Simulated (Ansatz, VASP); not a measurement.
## K2IBr: VASP beside Ansatz

```
Br I K
1.0
     2.41827    1.39619    7.91989
    -2.41827    1.39619    7.91989
     0.00000   -2.79238    7.91989
Br I K
1 1 2
Direct
  0.00000 0.00000 0.00000
  0.50000 0.50000 0.50000
  0.25590 0.25590 0.25590
  0.74410 0.74410 0.74410
```

Alike in both runs: task single point; functional PBE; k mesh 6 × 6 × 6; no spin polarisation.

|  | VASP | Ansatz |
| --- | --- | --- |
| version | VASP 6.6.1 | Ansatz 0.2.0 |
| potentials or method | VASP PAW PBE potentials, release 64 (Br, I, K_sv) | plane waves, PAW |
| plane-wave cutoff (eV) | 520 | 420 |
| occupations | gaussian, width 0.01 eV | fixed |
| valence electrons in the cell | 32 | 42 |

|  | VASP | Ansatz | Ansatz less VASP |
| --- | --- | --- | --- |
| gap on the k mesh at the Fermi level (eV) | 3.83 | 3.84 | +0.003 |

VASP's potentials hold 32 valence electrons a cell and Ansatz's 42, so a difference there can come from the potentials and not from the codes.

Neither program's run includes spin-orbit coupling.
